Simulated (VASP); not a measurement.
# TiO2 (Cmm2) in VASP: single point with PBEsol

Aim: the single point of TiO2 with PBEsol.

All numbers are computed with VASP 6.6.1; they aren't measurements. Logs are shortened: lines on timing, memory, paths and dates and some standing lists are left out, and cuts for length are marked.

**1. The cell of the first run**

The structure is orthorhombic, space group Cmm2 (No. 35). The conventional cell has a = 6.493 Å, b = 6.493 Å, c = 2.939 Å, α = 90.00°, β = 90.00°, γ = 90.00°. Ti (site symmetry mm2) has 6 O at 1.89 to 2.00 Å within 2.5 Å. Within 2.6 Å of Ti (site symmetry mm2) lie 6 O at 1.94 to 1.98 Å. O (site symmetry m) has 3 Ti at 1.94 to 1.98 Å and 1 O at 2.54 Å within 2.6 Å. Within 2.6 Å of O (site symmetry m) lie 3 Ti at 1.89 to 2.00 Å and 1 O at 2.54 Å.

**2. Single point, PBEsol (atom 1 (Ti) moved +0.075 Å along Cartesian [0 0 1])**

Contents of INCAR:

```
SYSTEM = TiO2
PREC     = Accurate       ! precision mode
ENCUT    = 520            ! plane-wave cutoff, eV
EDIFF    = 1E-7           ! SCF threshold, eV
ISMEAR   = 0              ! smearing method
SIGMA    = 0.05           ! smearing width, eV
LREAL    = .False.        ! projectors in reciprocal space
LASPH    = .True.         ! aspherical terms in the spheres
NELM     = 80             ! most SCF steps
ALGO     = Normal         ! electronic algorithm
ISIF     = 2              ! what is computed and relaxed
LWAVE    = .False.        ! write WAVECAR
LCHARG   = .False.        ! write CHGCAR
GGA      = PS             ! functional
NBANDS   = 33             ! bands
```

Contents of KPOINTS:

```
Automatic mesh
0
Gamma
  6 6 10
  0 0 0
```

Contents of POSCAR:

```
TiO2
1.0
    4.5912476203      0.0000000000      0.0000000000
    0.0000000000      4.5912476203      0.0000000000
    0.0000000000      0.0000000000      2.9389940195
Ti O
2 4
Direct
    0.0000000000      0.0000000000      0.0255189359
    0.5000000000      0.5000000000      0.5000000000
    0.3044387440      0.3044387440      0.0000000000
    0.1955612560      0.8044387440      0.5000000000
    0.6955612560      0.6955612560      0.0000000000
    0.8044387440      0.1955612560      0.5000000000
```

Potentials or basis: VASP PAW PBE potentials, release 64 (Ti_sv, O).

Command:

```sh
> cat potpaw_PBE.64/Ti_sv/POTCAR potpaw_PBE.64/O/POTCAR > POTCAR
> mpirun -np 1 vasp_std > vasp.out
```

OUTCAR:

```text
SYSTEM = TiO2
   PREC = Accurate
   ENCUT = 520
   EDIFF = 1E-7
   ISMEAR = 0
   LREAL = .False.
   LASPH = .True.
   NELM = 80
   ISIF = 2
   GGA = PS

 ion  position               nearest neighbor table
   1  0.000  0.000  0.026-   4 1.89   6 1.89   5 1.98   3 1.98   4 2.00   6 2.00
   2  0.500  0.500  0.500-   3 1.94   5 1.94   3 1.94   5 1.94   4 1.98   6 1.98
   3  0.304  0.304  0.000-   2 1.94   2 1.94   1 1.98
   4  0.196  0.804  0.500-   1 1.89   2 1.98   1 2.00
   5  0.696  0.696  0.000-   2 1.94   2 1.94   1 1.98
   6  0.804  0.196  0.500-   1 1.89   2 1.98   1 2.00

  LATTYP: Found a simple tetragonal cell.
 ALAT       =     4.5912476203
 C/A-ratio  =     0.6401297126

  Lattice vectors:

 A1 = (   4.5912476203,   0.0000000000,   0.0000000000)
 A2 = (   0.0000000000,   4.5912476203,   0.0000000000)
 A3 = (   0.0000000000,   0.0000000000,   2.9389940195)

Analysis of symmetry for initial positions (statically):
=====================================================================
 Subroutine PRICEL returns:
 Original cell was already a primitive cell.

 Routine SETGRP: Setting up the symmetry group for a
 simple tetragonal supercell.

 Subroutine GETGRP returns: Found  4 space group operations
 (whereof  4 operations were pure point group operations)
 out of a pool of 16 trial point group operations.

The static configuration has the point symmetry C_2v.

Analysis of symmetry for dynamics (positions and initial velocities):
=====================================================================
 Subroutine PRICEL returns:
 Original cell was already a primitive cell.

 Routine SETGRP: Setting up the symmetry group for a
 simple tetragonal supercell.

 Subroutine GETGRP returns: Found  4 space group operations
 (whereof  4 operations were pure point group operations)
 out of a pool of 16 trial point group operations.

The dynamic configuration has the point symmetry C_2v.

 Subroutine INISYM returns: Found  4 space group operations
 (whereof  4 operations are pure point group operations),
 and found     1 'primitive' translations

----------------------------------------------------------------------------------------

                                     Primitive cell

  volume of cell :      61.9527

  direct lattice vectors                    reciprocal lattice vectors
     4.591247620  0.000000000  0.000000000     0.217805721  0.000000000  0.000000000
     0.000000000  4.591247620  0.000000000     0.000000000  0.217805721  0.000000000
     0.000000000  0.000000000  2.938994019     0.000000000  0.000000000  0.340252479

  length of vectors
     4.591247620  4.591247620  2.938994019     0.217805721  0.217805721  0.340252479

  position of ions in fractional coordinates (direct lattice)
     0.000000000  0.000000000  0.025518936
     0.500000000  0.500000000  0.500000000
     0.304438744  0.304438744  0.000000000
     0.195561256  0.804438744  0.500000000
     0.695561256  0.695561256  0.000000000
     0.804438744  0.195561256  0.500000000

  ion indices of the primitive-cell ions
   primitive index   ion index
                 1           1
                 2           2
                 3           3
                 4           4
                 5           5
                 6           6

----------------------------------------------------------------------------------------

 KPOINTS: Automatic mesh

Automatic generation of k-mesh.
 Grid dimensions read from file:
 generate k-points for:    6    6   10

 Generating k-lattice:

  Cartesian coordinates                     Fractional coordinates (reciprocal lattice)
     0.036300954  0.000000000  0.000000000     0.166666667  0.000000000  0.000000000
     0.000000000  0.036300954  0.000000000     0.000000000  0.166666667  0.000000000
     0.000000000  0.000000000  0.034025248     0.000000000  0.000000000  0.100000000

  Length of vectors
     0.036300954  0.036300954  0.034025248

  Shift w.r.t. Gamma in fractional coordinates (k-lattice)
     0.000000000  0.000000000  0.000000000

 Subroutine IBZKPT returns following result:
 ===========================================

 Found     78 irreducible k-points:

 Following reciprocal coordinates:
            Coordinates               Weight
  0.000000  0.000000  0.000000      1.000000
  0.166667  0.000000  0.000000      4.000000
  0.333333  0.000000  0.000000      4.000000
  0.500000  0.000000  0.000000      2.000000
  0.166667  0.166667  0.000000      2.000000
 -0.166667  0.166667  0.000000      2.000000
[... 16 lines left out ...]
  0.333333  0.333333  0.100000      4.000000
 -0.333333  0.333333  0.100000      4.000000
 [... further k-points ...]
   k-points           NKPTS =     78   k-points in BZ     NKDIM =     78   number of bands    NBANDS=     33
   number of dos      NEDOS =    301   number of ions     NIONS =      6
   total plane-waves  NPLWV =  31104
   dimension x,y,z NGX =    36 NGY =   36 NGZ =   24
   dimension x,y,z NGXF=    72 NGYF=   72 NGZF=   48
   ions per type =               2   4
   NGX,Y,Z   is equivalent  to a cutoff of  13.04, 13.04, 13.58 a.u.
   NGXF,Y,Z  is equivalent  to a cutoff of  26.07, 26.07, 27.15 a.u.
 SYSTEM =  TiO2
   PREC   = accura    normal or accurate (medium, high low for compatibility)
   ISTART =      0    job   : 0-new  1-cont  2-samecut
   ICHARG =      2    charge: 1-file 2-atom 10-const
   ISPIN  =      1    spin polarized calculation?
   LNONCOLLINEAR =      F non collinear calculations
   LSORBIT =      F    spin-orbit coupling
   LASPH  =      T    aspherical Exc in radial PAW
   ENCUT  =  520.0 eV  38.22 Ry    6.18 a.u.   8.54  8.54  5.46*2*pi/ulx,y,z
   NELM   =     80;   NELMIN=  2; NELMDL= -5     # of ELM steps
   EDIFF  = 0.1E-06   stopping-criterion for ELM
   LREAL  =      F    real-space projection
   EDIFFG = 0.1E-05   stopping-criterion for IOM
   NSW    =      0    number of steps for IOM
   IBRION =     -1    ionic relax: 0-MD 1-quasi-New 2-CG
   NFREE  =      0    steps in history (QN), initial steepest desc. (CG)
   ISIF   =      2    stress and relaxation
   ISYM   =      2    0-nonsym 1-usesym 2-fastsym
   POTIM  = 0.5000    time-step for ionic-motion
   TEBEG  =    0.0;   TEEND  =   0.0 temperature during run
   PSTRESS=    0.0 pullay stress
   NELECT =      48.0000    total number of electrons
   NUPDOWN=      -1.0000    fix difference up-down
   EMIN   =  10.00;   EMAX   =-10.00  energy-range for DOS
   EFERMI =   0.00;   METHOD = LEGACY
   ISMEAR =     0;   SIGMA  =   0.05  broadening in eV -4-tet -1-fermi 0-gaus
   EFERMI_NEDOS =   21; number of points for ismear=-14 and -15
   IALGO  =     38    algorithm
   IMIX   =      4    mixing-type and parameters
     AMIX     =   0.40;   BMIX     =  1.00
     AMIX_MAG =   1.60;   BMIX_MAG =  1.00
  volume/ion in A,a.u.               =      10.33        69.68
  Fermi-wavevector in a.u.,A,eV,Ry     =   1.503610  2.841411 30.760636  2.260843
  Thomas-Fermi vector in A             =   2.614698
   LORBIT       =      0    0 simple, 1 ext, 2 COOP (PROOUT), +10 PAW based schemes
   GGA     = PS    functional components
   LHFCALC =     F    Hartree Fock is set to
   AEXX    =    0.0000 exact exchange contribution
   IVDW    =     0    specifies the selected vdW correction
   LEPSILON=     F    determine dielectric tensor
   LRPA    =     F    only Hartree local field effects (RPA)
 non-spin polarized calculation
 Gauss-broadening in eV      SIGMA  =   0.05
  energy-cutoff  :      520.00
  volume of cell :       61.95
 maximum number of plane-waves:      1696
 NGX is ok and might be reduce to    36
   NGX = 17   NGY = 17   NGZ = 11

 number of electron      48.0000021 magnetization

 Free energy of the ion-electron system (eV)
  ---------------------------------------------------
  ext. energy  EPLUGINS =         0.00000000
  ---------------------------------------------------
  free energy    TOTEN  =       -56.09436836 eV

  energy without entropy =      -56.09436836  energy(sigma->0) =      -56.09436836

 E-fermi :   5.0053     XC(G=0): -11.7406

 val. band max:        4.7869077701   @ k =   0.0000   0.0000   0.0000
 cond. band min:       6.6855836943   @ k =   0.5000   0.5000   0.0000
 fundamental gap:      1.8986759242
 Fermi energy:         5.0052815953

 k-point     1 :       0.0000    0.0000    0.0000
  band No.  band energies     occupation
      1     -51.8181      2.00000
      2     -51.7710      2.00000
      3     -28.2433      2.00000
      4     -28.2377      2.00000
      5     -28.0686      2.00000
      6     -28.0501      2.00000
[... 25 lines left out ...]
     32      11.5199      0.00000
     33      11.5487      0.00000

 k-point     2 :       0.1667    0.0000    0.0000
  band No.  band energies     occupation
      1     -51.8176      2.00000
      2     -51.7714      2.00000
      3     -28.2346      2.00000
      4     -28.2272      2.00000
      5     -28.0805      2.00000
      6     -28.0600      2.00000
[... 25 lines left out ...]
     32      11.4248      0.00000
     33      11.4641      0.00000

 k-point     3 :       0.3333    0.0000    0.0000
  band No.  band energies     occupation
      1     -51.8167      2.00000
      2     -51.7723      2.00000
      3     -28.2133      2.00000
      4     -28.1983      2.00000
      5     -28.1119      2.00000
      6     -28.0836      2.00000
[... 25 lines left out ...]
     32      11.2097      0.00000
     33      11.3060      0.00000

 k-point     4 :       0.5000    0.0000    0.0000
  band No.  band energies     occupation
      1     -51.8162      2.00000
      2     -51.7728      2.00000
      3     -28.1989      2.00000
      4     -28.1666      2.00000
      5     -28.1449      2.00000
      6     -28.0991      2.00000
[... 25 lines left out ...]
     32      10.9001      0.00000
     33      11.2771      0.00000

 k-point     5 :       0.1667    0.1667    0.0000
  band No.  band energies     occupation
      1     -51.8173      2.00000
      2     -51.7717      2.00000
      3     -28.2413      2.00000
      4     -28.2111      2.00000
      5     -28.0852      2.00000
      6     -28.0664      2.00000
[... 604 lines left out ...]
 k-point    22 :       0.5000    0.1667    0.1000
  band No.  band energies     occupation
      1     -51.8119      2.00000
      2     -51.7685      2.00000
      3     -28.2068      2.00000
      4     -28.1956      2.00000
      5     -28.1062      2.00000
      6     -28.0897      2.00000
[... 25 lines left out ...]
     32      10.7464      0.00000
     33      11.3009      0.00000

 k-point    23 :       0.3333    0.3333    0.1000
  band No.  band energies     occupation
      1     -51.8120      2.00000
      2     -51.7684      2.00000
      3     -28.2364      2.00000
      4     -28.2090      2.00000
      5     -28.0895      2.00000
      6     -28.0594      2.00000
[... 25 lines left out ...]
     32      10.9252      0.00000
     33      11.3896      0.00000

 k-point    24 :      -0.3333    0.3333    0.1000
  band No.  band energies     occupation
      1     -51.8120      2.00000
      2     -51.7684      2.00000
      3     -28.2399      2.00000
      4     -28.1986      2.00000
      5     -28.1040      2.00000
      6     -28.0658      2.00000
[... 25 lines left out ...]
     32      10.9308      0.00000
     33      11.4002      0.00000

 [... further k-points ...]

------------------------ aborting loop because EDIFF is reached ----------------------------------------

  FORCE on cell =-STRESS in cart. coord.  units (eV):
  Direction    XX          YY          ZZ          XY          YZ          ZX
  --------------------------------------------------------------------------------------
  -------------------------------------------------------------------------------------
  Total        0.3564421      0.3564421      0.5566403     -0.1610414      0.0000000      0.0000000
  in kB        9.2180586      9.2180586     14.3954462     -4.1647414      0.0000000      0.0000000
  external PRESSURE =      10.9438545 kB  Pullay stress =       0.0000000 kB

 VOLUME and BASIS-vectors are now :
 -----------------------------------------------------------------------------
  energy-cutoff  :      520.00
  volume of cell :       61.95
      direct lattice vectors                 reciprocal lattice vectors
     4.591247620  0.000000000  0.000000000     0.217805721  0.000000000  0.000000000
     0.000000000  4.591247620  0.000000000     0.000000000  0.217805721  0.000000000
     0.000000000  0.000000000  2.938994019     0.000000000  0.000000000  0.340252479

 POSITION                                       TOTAL-FORCE (eV/Angst)
 -----------------------------------------------------------------------------------
      0.00000      0.00000      0.07500         0.000000      0.000000     -0.134551
      2.29562      2.29562      1.46950         0.000000      0.000000      0.028920
      1.39775      1.39775      0.00000        -0.012178     -0.012178     -0.007927
      0.89787      3.69338      1.46950         0.070964     -0.070964      0.060743
      3.19349      3.19349      0.00000         0.012178      0.012178     -0.007927
      3.69338      0.89787      1.46950        -0.070964      0.070964      0.060743
 -----------------------------------------------------------------------------------
    total drift:                               -0.000000     -0.000000      0.000219

  FREE ENERGIE OF THE ION-ELECTRON SYSTEM (eV)
  ---------------------------------------------------
  free  energy   TOTEN  =       -56.0943683558 eV

  energy  without entropy=      -56.0943683558  energy(sigma->0) =      -56.09436836
```

Wall time 78 s (1 thread of Intel Xeon 6975P-C (Granite Rapids), shared host); peak memory 0.25 GiB.

What came out:

```
Free energy            : -56.0944 eV
Pressure               : 1.1 GPa
Largest force          : 0.135 eV/Å
Band gap on the k mesh : 1.90 eV (least direct gap 1.91 eV)
```

Forces on the atoms (eV/Å):
```
Ti   0.000  0.000 -0.135
Ti   0.000  0.000  0.029
O   -0.012 -0.012 -0.008
O    0.071 -0.071  0.061
O    0.012  0.012 -0.008
O   -0.071  0.071  0.061
```

Stress tensor (GPa, compression positive):
```
 0.92 -0.42  0.00
-0.42  0.92  0.00
 0.00  0.00  1.44
```

Caveat: the cell differs from its parent crystal (atom 1 (Ti) moved +0.075 Å along Cartesian [0 0 1]); the PAW data sets were made with another functional, which shifts forces and pressure a little. A k mesh can miss the band edges.
